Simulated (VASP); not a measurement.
# Ti (P6_3/mmc) in VASP: a series of runs

Ti is run at these levels: LDA; tasks: single point, relaxation of volume and atoms at fixed shape.

Everything below comes from runs of VASP 6.6.1. Logs are shortened: lines on timing, memory, paths and dates and some standing lists are left out, and cuts for length are marked.

### Step 1. The cell of the first run

Symmetry: P6_3/mmc, No. 194, hexagonal system. Conventional cell: a = 2.861 Å, b = 2.861 Å, c = 4.540 Å, α = 90.00°, β = 90.00°, γ = 120.00°. Within 3.7 Å of Ti (site symmetry -6m2) lie 12 Ti at 2.81 to 2.86 Å.

### Step 2. Single point, LDA

The input, INCAR:

```
ALGO     = Normal         # electronic algorithm
EDIFF    = 1E-7           # SCF threshold, eV
ENCUT    = 520            # plane-wave cutoff, eV
ISIF     = 2              # what is computed and relaxed
ISMEAR   = -1             # smearing method
LASPH    = True           # aspherical terms in the spheres
LCHARG   = False          # write CHGCAR
LREAL    = False          # projectors in reciprocal space
LWAVE    = False          # write WAVECAR
NBANDS   = 19             # bands
NELM     = 60             # most SCF steps
PREC     = Accurate       # precision mode
SIGMA    = 0.05           # smearing width, eV
```

The input, KPOINTS:

```
k-points
0
Gamma
  9 9 5
```

The input, POSCAR:

```
Ti
1.0
    2.8614758253      0.0000000000      0.0000000000
   -1.4307379126      2.4781107570      0.0000000000
    0.0000000000      0.0000000000      4.5395615960
Ti
2
Direct
    0.3333333333      0.6666666667      0.2500000000
    0.6666666667      0.3333333333      0.7500000000
```

Potentials or basis: VASP PAW LDA potentials, release 64 (Ti_sv).

Command:

```
cat potpaw_LDA.64/Ti_sv/POTCAR > POTCAR
mpirun -np 1 vasp_std > vasp.out
```

OUTCAR:

```text
EDIFF = 1E-7
   ENCUT = 520
   ISIF = 2
   ISMEAR = -1
   LASPH = True
   LREAL = False
   NELM = 60
   PREC = Accurate

 ion  position               nearest neighbor table
   1  0.333  0.667  0.250-   2 2.81   2 2.81   2 2.81   2 2.81   2 2.81   2 2.81
   2  0.667  0.333  0.750-   1 2.81   1 2.81   1 2.81   1 2.81   1 2.81   1 2.81

  LATTYP: Found a hexagonal cell.
 ALAT       =     2.8614758253
 C/A-ratio  =     1.5864406597

  Lattice vectors:

 A1 = (   2.8614758253,   0.0000000000,   0.0000000000)
 A2 = (  -1.4307379126,   2.4781107570,   0.0000000000)
 A3 = (   0.0000000000,   0.0000000000,   4.5395615960)

Analysis of symmetry for initial positions (statically):
=====================================================================
 Subroutine PRICEL returns:
 Original cell was already a primitive cell.

 Routine SETGRP: Setting up the symmetry group for a
 hexagonal supercell.

 Subroutine GETGRP returns: Found 24 space group operations
 (whereof 12 operations were pure point group operations)
 out of a pool of 24 trial point group operations.

The static configuration has the point symmetry D_3d.
 The point group associated with its full space group is D_6h.

Analysis of symmetry for dynamics (positions and initial velocities):
=====================================================================
 Subroutine PRICEL returns:
 Original cell was already a primitive cell.

 Routine SETGRP: Setting up the symmetry group for a
 hexagonal supercell.

 Subroutine GETGRP returns: Found 24 space group operations
 (whereof 12 operations were pure point group operations)
 out of a pool of 24 trial point group operations.

The dynamic configuration has the point symmetry D_3d.
 The point group associated with its full space group is D_6h.

 Subroutine INISYM returns: Found 24 space group operations
 (whereof 12 operations are pure point group operations),
 and found     1 'primitive' translations

----------------------------------------------------------------------------------------

                                     Primitive cell

  volume of cell :      32.1903

  direct lattice vectors                    reciprocal lattice vectors
     2.861475825  0.000000000  0.000000000     0.349470015  0.201766607  0.000000000
    -1.430737913  2.478110757  0.000000000     0.000000000  0.403533215  0.000000000
     0.000000000  0.000000000  4.539561596     0.000000000  0.000000000  0.220285589

  length of vectors
     2.861475825  2.861475825  4.539561596     0.403533215  0.403533215  0.220285589

  position of ions in fractional coordinates (direct lattice)
     0.333333333  0.666666667  0.250000000
     0.666666667  0.333333333  0.750000000

  ion indices of the primitive-cell ions
   primitive index   ion index
                 1           1
                 2           2

----------------------------------------------------------------------------------------

 KPOINTS: k-points

Automatic generation of k-mesh.
 Grid dimensions read from file:
 generate k-points for:    9    9    5

 Generating k-lattice:

  Cartesian coordinates                     Fractional coordinates (reciprocal lattice)
     0.038830002  0.022418512  0.000000000     0.111111111  0.000000000  0.000000000
     0.000000000  0.044837024  0.000000000     0.000000000  0.111111111  0.000000000
     0.000000000  0.000000000  0.044057118     0.000000000  0.000000000  0.200000000

  Length of vectors
     0.044837024  0.044837024  0.044057118

  Shift w.r.t. Gamma in fractional coordinates (k-lattice)
     0.000000000  0.000000000  0.000000000

 Subroutine IBZKPT returns following result:
 ===========================================

 Found     36 irreducible k-points:

 Following reciprocal coordinates:
            Coordinates               Weight
  0.000000  0.000000  0.000000      1.000000
  0.111111  0.000000  0.000000      6.000000
  0.222222 -0.000000  0.000000      6.000000
  0.333333 -0.000000  0.000000      6.000000
  0.444444 -0.000000  0.000000      6.000000
  0.111111  0.111111  0.000000      6.000000
[... 16 lines left out ...]
  0.333333  0.222222  0.200000     24.000000
  0.333333  0.333333  0.200000      4.000000
 [... further k-points ...]
   k-points           NKPTS =     36   k-points in BZ     NKDIM =     36   number of bands    NBANDS=     19
   number of dos      NEDOS =    301   number of ions     NIONS =      2
   total plane-waves  NPLWV =  20736
   dimension x,y,z NGX =    24 NGY =   24 NGZ =   36
   dimension x,y,z NGXF=    48 NGYF=   48 NGZF=   72
   ions per type =               2
   NGX,Y,Z   is equivalent  to a cutoff of  13.94, 13.94, 13.18 a.u.
   NGXF,Y,Z  is equivalent  to a cutoff of  27.89, 27.89, 26.37 a.u.
 SYSTEM =  unknown system
   PREC   = accura    normal or accurate (medium, high low for compatibility)
   ISTART =      0    job   : 0-new  1-cont  2-samecut
   ICHARG =      2    charge: 1-file 2-atom 10-const
   ISPIN  =      1    spin polarized calculation?
   LNONCOLLINEAR =      F non collinear calculations
   LSORBIT =      F    spin-orbit coupling
   LASPH  =      T    aspherical Exc in radial PAW
   ENCUT  =  520.0 eV  38.22 Ry    6.18 a.u.   5.32  5.32  8.44*2*pi/ulx,y,z
   NELM   =     60;   NELMIN=  2; NELMDL= -5     # of ELM steps
   EDIFF  = 0.1E-06   stopping-criterion for ELM
   LREAL  =      F    real-space projection
   EDIFFG = 0.1E-05   stopping-criterion for IOM
   NSW    =      0    number of steps for IOM
   IBRION =     -1    ionic relax: 0-MD 1-quasi-New 2-CG
   NFREE  =      0    steps in history (QN), initial steepest desc. (CG)
   ISIF   =      2    stress and relaxation
   ISYM   =      2    0-nonsym 1-usesym 2-fastsym
   POTIM  = 0.5000    time-step for ionic-motion
   TEBEG  =    0.0;   TEEND  =   0.0 temperature during run
   PSTRESS=    0.0 pullay stress
   NELECT =      24.0000    total number of electrons
   NUPDOWN=      -1.0000    fix difference up-down
   EMIN   =  10.00;   EMAX   =-10.00  energy-range for DOS
   EFERMI =   0.00;   METHOD = LEGACY
   ISMEAR =    -1;   SIGMA  =   0.05  broadening in eV -4-tet -1-fermi 0-gaus
   EFERMI_NEDOS =   21; number of points for ismear=-14 and -15
   IALGO  =     38    algorithm
   IMIX   =      4    mixing-type and parameters
     AMIX     =   0.40;   BMIX     =  1.00
     AMIX_MAG =   1.60;   BMIX_MAG =  1.00
  volume/ion in A,a.u.               =      16.10       108.62
  Fermi-wavevector in a.u.,A,eV,Ry     =   1.484466  2.805235 29.982345  2.203640
  Thomas-Fermi vector in A             =   2.598000
   LORBIT       =      0    0 simple, 1 ext, 2 COOP (PROOUT), +10 PAW based schemes
   GGA     = CA    functional components
   LHFCALC =     F    Hartree Fock is set to
   AEXX    =    0.0000 exact exchange contribution
   IVDW    =     0    specifies the selected vdW correction
   LEPSILON=     F    determine dielectric tensor
   LRPA    =     F    only Hartree local field effects (RPA)
 non-spin polarized calculation
  energy-cutoff  :      520.00
  volume of cell :       32.19
 maximum number of plane-waves:       881
 NGX is ok and might be reduce to    24
   NGX = 11   NGY = 11   NGZ = 17

 number of electron      24.0000004 magnetization

 Free energy of the ion-electron system (eV)
  ---------------------------------------------------
  ext. energy  EPLUGINS =         0.00000000
  ---------------------------------------------------
  free energy    TOTEN  =       -17.11200482 eV

  energy without entropy =      -17.09741704  energy(sigma->0) =      -17.10471093

 E-fermi :   8.9321     XC(G=0): -12.1537

 val. band max:        8.8137154021   @ k =   0.3333   0.3333   0.4000
 cond. band min:       8.9347848045   @ k =   0.0000   0.0000   0.4000
 fundamental gap:      0.1210694023
 Fermi energy:         8.9321423638

 k-point     1 :       0.0000    0.0000    0.0000
  band No.  band energies     occupation
      1     -47.1270      2.00000
      2     -46.9319      2.00000
      3     -24.2037      2.00000
      4     -23.3655      2.00000
      5     -23.3655      2.00000
      6     -23.2741      2.00000
[... 11 lines left out ...]
     18      10.6426      0.00000
     19      12.3448      0.00000

 k-point     2 :       0.1111    0.0000    0.0000
  band No.  band energies     occupation
      1     -47.1098      2.00000
      2     -46.9251      2.00000
      3     -24.1684      2.00000
      4     -23.4385      2.00000
      5     -23.3895      2.00000
      6     -23.3116      2.00000
[... 11 lines left out ...]
     18      10.5008      0.00000
     19      12.4519      0.00000

 k-point     3 :       0.2222   -0.0000    0.0000
  band No.  band energies     occupation
      1     -47.0646      2.00000
      2     -46.9093      2.00000
      3     -24.0712      2.00000
      4     -23.6249      2.00000
      5     -23.4949      2.00000
      6     -23.4471      2.00000
[... 11 lines left out ...]
     18      11.1543      0.00000
     19      12.6335      0.00000

 k-point     4 :       0.3333   -0.0000    0.0000
  band No.  band energies     occupation
      1     -47.0082      2.00000
      2     -46.8959      2.00000
      3     -23.9384      2.00000
      4     -23.8387      2.00000
      5     -23.6925      2.00000
      6     -23.5092      2.00000
[... 11 lines left out ...]
     18      12.0106      0.00000
     19      12.7582      0.00000

 k-point     5 :       0.4444   -0.0000    0.0000
  band No.  band energies     occupation
      1     -46.9646      2.00000
      2     -46.8936      2.00000
      3     -23.9783      2.00000
      4     -23.8204      2.00000
      5     -23.8165      2.00000
      6     -23.5483      2.00000
[... 11 lines left out ...]
     18      12.8127      0.00000
     19      13.2127      0.00000

 k-point     6 :       0.1111    0.1111    0.0000
  band No.  band energies     occupation
      1     -47.0786      2.00000
      2     -46.9138      2.00000
      3     -24.1020      2.00000
      4     -23.5463      2.00000
      5     -23.4942      2.00000
      6     -23.3845      2.00000
[... 11 lines left out ...]
     18      11.0441      0.00000
     19      12.5500      0.00000

 k-point     7 :       0.2222    0.1111    0.0000
  band No.  band energies     occupation
      1     -47.0275      2.00000
      2     -46.8994      2.00000
      3     -23.9859      2.00000
      4     -23.7305      2.00000
      5     -23.6504      2.00000
      6     -23.4763      2.00000
[... 11 lines left out ...]
     18      11.9649      0.00000
     19      12.6459      0.00000

 k-point     8 :       0.3333    0.1111    0.0000
  band No.  band energies     occupation
      1     -46.9760      2.00000
      2     -46.8930      2.00000
      3     -23.9063      2.00000
      4     -23.8536      2.00000
      5     -23.7673      2.00000
      6     -23.5611      2.00000
[... 256 lines left out ...]
 k-point    20 :       0.3333    0.1111    0.2000
  band No.  band energies     occupation
      1     -46.9680      2.00000
      2     -46.9009      2.00000
      3     -23.9957      2.00000
      4     -23.8554      2.00000
      5     -23.6997      2.00000
      6     -23.5499      2.00000
[... 11 lines left out ...]
     18      12.5050      0.00000
     19      13.1243      0.00000

 k-point    21 :       0.4444    0.1111    0.2000
  band No.  band energies     occupation
      1     -46.9455      2.00000
      2     -46.9004      2.00000
      3     -24.0355      2.00000
      4     -23.8949      2.00000
      5     -23.6958      2.00000
      6     -23.5542      2.00000
[... 11 lines left out ...]
     18      12.7404      0.00000
     19      13.7268      0.00000

 k-point    22 :       0.2222    0.2222    0.2000
  band No.  band energies     occupation
      1     -46.9720      2.00000
      2     -46.9013      2.00000
      3     -23.9464      2.00000
      4     -23.8482      2.00000
      5     -23.6556      2.00000
      6     -23.6025      2.00000
[... 11 lines left out ...]
     18      12.5505      0.00000
     19      13.2662      0.00000

 k-point    23 :       0.3333    0.2222    0.2000
  band No.  band energies     occupation
      1     -46.9368      2.00000
      2     -46.9012      2.00000
      3     -23.9535      2.00000
      4     -23.8699      2.00000
      5     -23.7284      2.00000
      6     -23.5935      2.00000
[... 11 lines left out ...]
     18      12.7200      0.00000
     19      14.4033      0.00000

 k-point    24 :       0.3333    0.3333    0.2000
  band No.  band energies     occupation
      1     -46.9129      2.00000
      2     -46.9129      2.00000
      3     -23.8537      2.00000
      4     -23.8537      2.00000
      5     -23.8490      2.00000
      6     -23.6044      2.00000
[... 11 lines left out ...]
     18      12.3186      0.00000
     19      16.0538      0.00000

 [... further k-points ...]
[... 5 lines left out ...]
  --------------------------------------------------------------------------------------
  -------------------------------------------------------------------------------------
  Total       -0.0399608     -0.0399608     -0.0294275     -0.0000000      0.0000000     -0.0000000
  in kB       -1.9889336     -1.9889336     -1.4646664     -0.0000000      0.0000000     -0.0000000
  external PRESSURE =      -1.8141779 kB  Pullay stress =       0.0000000 kB

 VOLUME and BASIS-vectors are now :
 -----------------------------------------------------------------------------
  energy-cutoff  :      520.00
  volume of cell :       32.19
      direct lattice vectors                 reciprocal lattice vectors
     2.861475825  0.000000000  0.000000000     0.349470015  0.201766607  0.000000000
    -1.430737913  2.478110757  0.000000000     0.000000000  0.403533215  0.000000000
     0.000000000  0.000000000  4.539561596     0.000000000  0.000000000  0.220285589

 POSITION                                       TOTAL-FORCE (eV/Angst)
 -----------------------------------------------------------------------------------
     -0.00000      1.65207      1.13489        -0.000000      0.000000      0.000000
      1.43074      0.82604      3.40467         0.000000     -0.000000      0.000000
 -----------------------------------------------------------------------------------
    total drift:                               -0.000000      0.000000     -0.000000

  FREE ENERGIE OF THE ION-ELECTRON SYSTEM (eV)
  ---------------------------------------------------
  free  energy   TOTEN  =       -17.1120048192 eV

  energy  without entropy=      -17.0974170438  energy(sigma->0) =      -17.10471093
```

Wall time 23 s (1 thread of Intel Xeon 8259CL, shared host); peak memory 0.14 GiB.

What came out:

| Property | Result |
| --- | --- |
| Free energy | -17.1120 eV |
| Pressure | -0.2 GPa |
| Band gap on the k mesh | zero (bands 12 and 13 overlap by 1.08 eV) |

Levels at points of the mesh, in eV from the Fermi level:
| k point | band 9 | band 10 | band 11 | band 12 | band 13 | band 14 | band 15 | band 16 |
| --- | --- | --- | --- | --- | --- | --- | --- | --- |
| (0.00, 0.00, 0.00) | -6.30 | -2.88 | 0.77 | 0.77 | 0.90 | 1.08 | 1.33 | 1.33 |

### Step 3. Relaxation of volume and atoms at fixed shape, LDA

This run uses another cell than the first one, of 17.64 Å³/atom.

The input, INCAR:

```
SYSTEM = Ti
PREC = Accurate
ENCUT = 600
EDIFF = 1E-7
ISMEAR = -1
SIGMA = 0.05
LREAL = .False.
LASPH = .True.
NELM = 100
ALGO = Normal
ISIF = 8
LWAVE = .False.
LCHARG = .False.
IBRION = 2
NSW = 60
EDIFFG = -0.02
```

The input, KPOINTS:

```
Automatic mesh
0
Gamma
  9 9 5
  0 0 0
```

The input, POSCAR:

```
Ti
1.0
    2.9500000000      0.0000000000      0.0000000000
   -1.4750000000      2.5547750000      0.0000000000
    0.0000000000      0.0000000000      4.6800000000
Ti
2
Direct
    0.3333333333      0.6666666667      0.2500000000
    0.6666666667      0.3333333333      0.7500000000
```

Potentials or basis: VASP PAW LDA potentials, release 64 (Ti_sv).

Command:

```
cat potpaw_LDA.64/Ti_sv/POTCAR > POTCAR
mpirun -np 1 vasp_std > vasp.out
```

Wall time 72 s (1 thread of Intel Xeon 8259CL, shared host); peak memory 0.16 GiB.

The run converged. Its results:

```
Free energy                           : -17.1125 eV
Relaxed volume                        : 16.08 Å³/atom
Relaxed cell                          : a = 2.861 Å, b = 2.861 Å, c = 4.538 Å, α = 90.00°, β = 90.00°, γ = 120.00°
Space group after relaxing (to 0.1 Å) : P6_3/mmc (No. 194)
Energy gained by relaxing             : 52.3 meV/atom
Ionic steps                           : 3
Pressure after relaxing               : -0.1 GPa
Band gap on the k mesh                : zero (bands 12 and 13 overlap by 1.08 eV)
```

Step by step:
```
step  energy change (eV)  largest force (eV/Å)  pressure (GPa)  volume (Å³)
   1              0.0000                0.0000           -9.96        35.27
   2             -0.0399                0.0000            9.99        29.96
   3             -0.1046                0.0000           -0.09        32.16
```

Final structure:
```
Ti
1.0
     2.86072    0.00000    0.00000
    -1.43036    2.47746    0.00000
     0.00000    0.00000    4.53836
Ti
2
Cartesian
  0.0000 1.6516 1.1346
  1.4304 0.8258 3.4038
```

Levels at points of the mesh, in eV from the Fermi level:
```csv
k point,band 9,band 10,band 11,band 12,band 13,band 14,band 15,band 16
"(0.00, 0.00, 0.00)",-6.30,-2.88,0.77,0.77,0.90,1.09,1.33,1.33
```
